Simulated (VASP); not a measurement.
# Hf (Im-3m) in VASP: a series of runs

Hf is run at these levels: PBEsol; tasks: electric field gradients.

All numbers are computed with VASP 6.6.1; they aren't measurements. Logs are shortened: lines on timing, memory, paths and dates and some standing lists are left out, and cuts for length are marked.

## Step 1: The cell of the first run

The structure is cubic, space group Im-3m (No. 229). The conventional cell has a = 3.634 Å, b = 3.634 Å, c = 3.634 Å, α = 90.00°, β = 90.00°, γ = 90.00°. Within 4.1 Å of Hf (site symmetry m-3m) lie 14 Hf at 3.15 to 3.63 Å.

## Step 2: Electric field gradients, PBEsol (volume scaled by 1.02)

Input file INCAR:

```
SYSTEM = Hf
PREC     = Accurate       ! precision mode
ENCUT    = 520            ! plane-wave cutoff, eV
EDIFF    = 1E-8           ! SCF threshold, eV
ISMEAR   = -1             ! smearing method
SIGMA    = 0.08           ! smearing width, eV
LREAL    = .FALSE.        ! projectors in reciprocal space
LASPH    = .TRUE.         ! aspherical terms in the spheres
NELM     = 60             ! most SCF steps
ALGO     = Normal         ! electronic algorithm
ISIF     = 2              ! what is computed and relaxed
LWAVE    = .FALSE.        ! write WAVECAR
LCHARG   = .FALSE.        ! write CHGCAR
GGA      = PS             ! functional
LEFG     = .TRUE.       
NBANDS   = 11             ! bands
```

Input file KPOINTS:

```
Automatic mesh
0
G
  16 16 16
  0 0 0
```

Input file POSCAR:

```
Hf
1.0
   -1.8169539908      1.8169539908      1.8169539908
    1.8169539908     -1.8169539908      1.8169539908
    1.8169539908      1.8169539908     -1.8169539908
Hf
1
Direct
    0.0000000000      0.0000000000      0.0000000000
```

Potentials or basis: VASP PAW PBE potentials, release 64 (Hf_pv).

Started as:

```sh
$ cat potpaw_PBE.64/Hf_pv/POTCAR > POTCAR
$ mpirun -np 1 vasp_std > vasp.out
```

OUTCAR:

```text
SYSTEM = Hf
   PREC = Accurate
   ENCUT = 520
   EDIFF = 1E-8
   ISMEAR = -1
   LREAL = .FALSE.
   LASPH = .TRUE.
   NELM = 60
   ISIF = 2
   GGA = PS

 ion  position               nearest neighbor table
   1  0.000  0.000  0.000-

  LATTYP: Found a body centered cubic cell.
 ALAT       =     3.6339079816

  Lattice vectors:

 A1 = (  -1.8169539908,   1.8169539908,   1.8169539908)
 A2 = (   1.8169539908,  -1.8169539908,   1.8169539908)
 A3 = (   1.8169539908,   1.8169539908,  -1.8169539908)

Analysis of symmetry for initial positions (statically):
=====================================================================
 Subroutine PRICEL returns:
 Original cell was already a primitive cell.

 Routine SETGRP: Setting up the symmetry group for a
 body centered cubic supercell.

 Subroutine GETGRP returns: Found 48 space group operations
 (whereof 48 operations were pure point group operations)
 out of a pool of 48 trial point group operations.

The static configuration has the point symmetry O_h .

Analysis of symmetry for dynamics (positions and initial velocities):
=====================================================================
 Subroutine PRICEL returns:
 Original cell was already a primitive cell.

 Routine SETGRP: Setting up the symmetry group for a
 body centered cubic supercell.

 Subroutine GETGRP returns: Found 48 space group operations
 (whereof 48 operations were pure point group operations)
 out of a pool of 48 trial point group operations.

The dynamic configuration has the point symmetry O_h .

 Subroutine INISYM returns: Found 48 space group operations
 (whereof 48 operations are pure point group operations),
 and found     1 'primitive' translations

----------------------------------------------------------------------------------------

                                     Primitive cell

  volume of cell :      23.9934

  direct lattice vectors                    reciprocal lattice vectors
    -1.816953991  1.816953991  1.816953991     0.000000000  0.275185834  0.275185834
     1.816953991 -1.816953991  1.816953991     0.275185834  0.000000000  0.275185834
     1.816953991  1.816953991 -1.816953991     0.275185834  0.275185834  0.000000000

  length of vectors
     3.147056627  3.147056627  3.147056627     0.389171539  0.389171539  0.389171539

  position of ions in fractional coordinates (direct lattice)
     0.000000000  0.000000000  0.000000000

  ion indices of the primitive-cell ions
   primitive index   ion index
                 1           1

----------------------------------------------------------------------------------------

 KPOINTS: Automatic mesh

Automatic generation of k-mesh.
 Grid dimensions read from file:
 generate k-points for:   16   16   16

 Generating k-lattice:

  Cartesian coordinates                     Fractional coordinates (reciprocal lattice)
     0.000000000  0.017199115  0.017199115     0.062500000  0.000000000  0.000000000
     0.017199115  0.000000000  0.017199115     0.000000000  0.062500000  0.000000000
     0.017199115  0.017199115  0.000000000     0.000000000  0.000000000  0.062500000

  Length of vectors
     0.024323221  0.024323221  0.024323221

  Shift w.r.t. Gamma in fractional coordinates (k-lattice)
     0.000000000  0.000000000  0.000000000

 Subroutine IBZKPT returns following result:
 ===========================================

 Found    145 irreducible k-points:

 Following reciprocal coordinates:
            Coordinates               Weight
  0.000000  0.000000  0.000000      1.000000
  0.062500  0.000000  0.000000     12.000000
  0.125000  0.000000  0.000000     12.000000
  0.187500  0.000000  0.000000     12.000000
  0.250000  0.000000  0.000000     12.000000
  0.312500  0.000000  0.000000     12.000000
[... 16 lines left out ...]
  0.187500  0.187500  0.000000     24.000000
  0.250000  0.187500  0.000000     48.000000
 [... further k-points ...]
   k-points           NKPTS =    145   k-points in BZ     NKDIM =    145   number of bands    NBANDS=     11
   number of dos      NEDOS =    301   number of ions     NIONS =      1
   total plane-waves  NPLWV =  13824
   dimension x,y,z NGX =    24 NGY =   24 NGZ =   24
   dimension x,y,z NGXF=    48 NGYF=   48 NGZF=   48
   ions per type =               1
   NGX,Y,Z   is equivalent  to a cutoff of  12.68, 12.68, 12.68 a.u.
   NGXF,Y,Z  is equivalent  to a cutoff of  25.36, 25.36, 25.36 a.u.
 SYSTEM =  Hf
   PREC   = accura    normal or accurate (medium, high low for compatibility)
   ISTART =      0    job   : 0-new  1-cont  2-samecut
   ICHARG =      2    charge: 1-file 2-atom 10-const
   ISPIN  =      1    spin polarized calculation?
   LNONCOLLINEAR =      F non collinear calculations
   LSORBIT =      F    spin-orbit coupling
   LASPH  =      T    aspherical Exc in radial PAW
   ENCUT  =  520.0 eV  38.22 Ry    6.18 a.u.   5.85  5.85  5.85*2*pi/ulx,y,z
   NELM   =     60;   NELMIN=  2; NELMDL= -5     # of ELM steps
   EDIFF  = 0.1E-07   stopping-criterion for ELM
   LREAL  =      F    real-space projection
   EDIFFG = 0.1E-06   stopping-criterion for IOM
   NSW    =      0    number of steps for IOM
   IBRION =     -1    ionic relax: 0-MD 1-quasi-New 2-CG
   NFREE  =      0    steps in history (QN), initial steepest desc. (CG)
   ISIF   =      2    stress and relaxation
   ISYM   =      2    0-nonsym 1-usesym 2-fastsym
   POTIM  = 0.5000    time-step for ionic-motion
   TEBEG  =    0.0;   TEEND  =   0.0 temperature during run
   PSTRESS=    0.0 pullay stress
   NELECT =      10.0000    total number of electrons
   NUPDOWN=      -1.0000    fix difference up-down
   EMIN   =  10.00;   EMAX   =-10.00  energy-range for DOS
   EFERMI =   0.00;   METHOD = LEGACY
   ISMEAR =    -1;   SIGMA  =   0.08  broadening in eV -4-tet -1-fermi 0-gaus
   EFERMI_NEDOS =   21; number of points for ismear=-14 and -15
   IALGO  =     38    algorithm
   IMIX   =      4    mixing-type and parameters
     AMIX     =   0.40;   BMIX     =  1.00
     AMIX_MAG =   1.60;   BMIX_MAG =  1.00
  volume/ion in A,a.u.               =      23.99       161.92
  Fermi-wavevector in a.u.,A,eV,Ry     =   1.222862  2.310875 20.346047  1.495392
  Thomas-Fermi vector in A             =   2.357994
   LORBIT       =      0    0 simple, 1 ext, 2 COOP (PROOUT), +10 PAW based schemes
   GGA     = PS    functional components
   LHFCALC =     F    Hartree Fock is set to
   AEXX    =    0.0000 exact exchange contribution
   IVDW    =     0    specifies the selected vdW correction
   LEPSILON=     F    determine dielectric tensor
   LRPA    =     F    only Hartree local field effects (RPA)
 non-spin polarized calculation
  energy-cutoff  :      520.00
  volume of cell :       23.99
 maximum number of plane-waves:       682
   NGX = 11   NGY = 11   NGZ = 11

 number of electron      10.0000000 magnetization

 number of electron       9.9999998 magnetization

 Free energy of the ion-electron system (eV)
  ---------------------------------------------------
  ext. energy  EPLUGINS =         0.00000000
  ---------------------------------------------------
  free energy    TOTEN  =       -10.25394342 eV

  energy without entropy =      -10.20856055  energy(sigma->0) =      -10.23125199

 E-fermi :   3.9650     XC(G=0): -11.0761

 val. band max:        3.9461137777   @ k =  -0.3125   0.3750   0.0625
 cond. band min:       3.9703083803   @ k =   0.1875   0.1250   0.0625
 fundamental gap:      0.0241946026
 Fermi energy:         3.9650071171

 k-point     1 :       0.0000    0.0000    0.0000
  band No.  band energies     occupation
      1     -26.0954      2.00000
      2     -26.0954      2.00000
      3     -26.0954      2.00000
      4      -2.8509      2.00000
      5       5.4103      0.00000
      6       5.4103      0.00000
      7       5.4103      0.00000
      8       8.0048      0.00000
      9       8.0048      0.00000
     10      16.9505      0.00000
     11      16.9505      0.00000

 k-point     2 :       0.0625    0.0000    0.0000
  band No.  band energies     occupation
      1     -26.1216      2.00000
      2     -26.1037      2.00000
      3     -26.0955      2.00000
      4      -2.7171      2.00000
      5       5.3177      0.00000
      6       5.3756      0.00000
      7       5.5407      0.00000
      8       7.8565      0.00000
      9       8.0041      0.00000
     10      16.9394      0.00000
     11      17.0747      0.00000
[... 295 lines left out ...]
 k-point    24 :       0.2500    0.1875    0.0000
  band No.  band energies     occupation
      1     -26.6042      2.00000
      2     -26.3062      2.00000
      3     -26.1503      2.00000
      4       0.8468      2.00000
      5       3.5775      1.98438
      6       4.0174      0.68370
      7       7.4611      0.00000
      8       8.6157      0.00000
      9       9.9230      0.00000
     10      14.1211      0.00000
     11      16.8268      0.00000

 [... further k-points ...]

------------------------ aborting loop because EDIFF is reached ----------------------------------------

  FORCE on cell =-STRESS in cart. coord.  units (eV):
  Direction    XX          YY          ZZ          XY          YZ          ZX
  --------------------------------------------------------------------------------------
  -------------------------------------------------------------------------------------
  Total       -1.5937877     -1.5937877     -1.5937877      0.0000000     -0.0000000     -0.0000000
  in kB     -106.4263731   -106.4263731   -106.4263731      0.0000000     -0.0000000     -0.0000000
  external PRESSURE =    -106.4263731 kB  Pullay stress =       0.0000000 kB

 VOLUME and BASIS-vectors are now :
 -----------------------------------------------------------------------------
  energy-cutoff  :      520.00
  volume of cell :       23.99
      direct lattice vectors                 reciprocal lattice vectors
    -1.816953991  1.816953991  1.816953991     0.000000000  0.275185834  0.275185834
     1.816953991 -1.816953991  1.816953991     0.275185834  0.000000000  0.275185834
     1.816953991  1.816953991 -1.816953991     0.275185834  0.275185834  0.000000000

 POSITION                                       TOTAL-FORCE (eV/Angst)
 -----------------------------------------------------------------------------------
      0.00000      0.00000      0.00000         0.000000      0.000000      0.000000
 -----------------------------------------------------------------------------------
    total drift:                               -0.000000      0.000000      0.000000

  FREE ENERGIE OF THE ION-ELECTRON SYSTEM (eV)
  ---------------------------------------------------
  free  energy   TOTEN  =       -10.2539434192 eV

  energy  without entropy=      -10.2085605536  energy(sigma->0) =      -10.23125199

 Electric field gradients (V/A^2)
---------------------------------------------------------------------
 ion       V_xx      V_yy      V_zz      V_xy      V_xz      V_yz
---------------------------------------------------------------------
   1       0.000    -0.000     0.000    -0.000    -0.000    -0.000
---------------------------------------------------------------------

 Electric field gradients after diagonalization (V/A^2)
 (convention: |V_zz| > |V_xx| > |V_yy|)
----------------------------------------------------------------------
 ion       V_xx      V_yy      V_zz     asymmetry (V_yy - V_xx)/ V_zz
----------------------------------------------------------------------
   1       0.000     0.000    -0.000       0.000
----------------------------------------------------------------------

           NMR quadrupolar parameters

 Cq : quadrupolar parameter    Cq=e*Q*V_zz/h
 eta: asymmetry parameters     (V_yy - V_xx)/ V_zz
 Q  : nuclear electric quadrupole moment in mb (millibarn)
----------------------------------------------------------------------
 ion       Cq(MHz)       eta       Q (mb)
----------------------------------------------------------------------
   1      -0.000       0.000       1.000
----------------------------------------------------------------------
```

Wall time 10 s (1 thread of Intel Xeon 6975P-C (Granite Rapids), shared host); peak memory 0.16 GiB.

Results:

| Property | Result |
| --- | --- |
| Free energy | -10.2539 eV |
| Pressure | -10.6 GPa |
| Band gap on the k mesh | zero (band 5 reaches 5.41 eV, above the bottom of band 6 at 3.26 eV) |

Levels at points of the mesh, in eV from the Fermi level:
```
           k point  band 1  band 2  band 3  band 4  band 5  band 6  band 7  band 8  band 9  band 10
(0.00, 0.00, 0.00)  -30.06  -30.06  -30.06   -6.82    1.45    1.45    1.45    4.04    4.04    12.99
(0.50, 0.00, 0.00)  -30.71  -30.27  -30.06   -3.18   -0.40    0.85    3.83    4.76    7.00     9.22
(0.50, 0.50, 0.50)  -30.52  -30.52  -30.52   -2.29   -2.29    6.26    6.26    6.26    6.69     6.69
```

Caveat: without QUAD_EFG the Cq values of the log hold for a quadrupole moment of 1 mb, not for the nuclei; the PAW data sets were made with another functional, which shifts forces and pressure a little; spin-orbit coupling is left out, which moves the levels of the heavy elements.

(Part 1 of 3 ends here.)
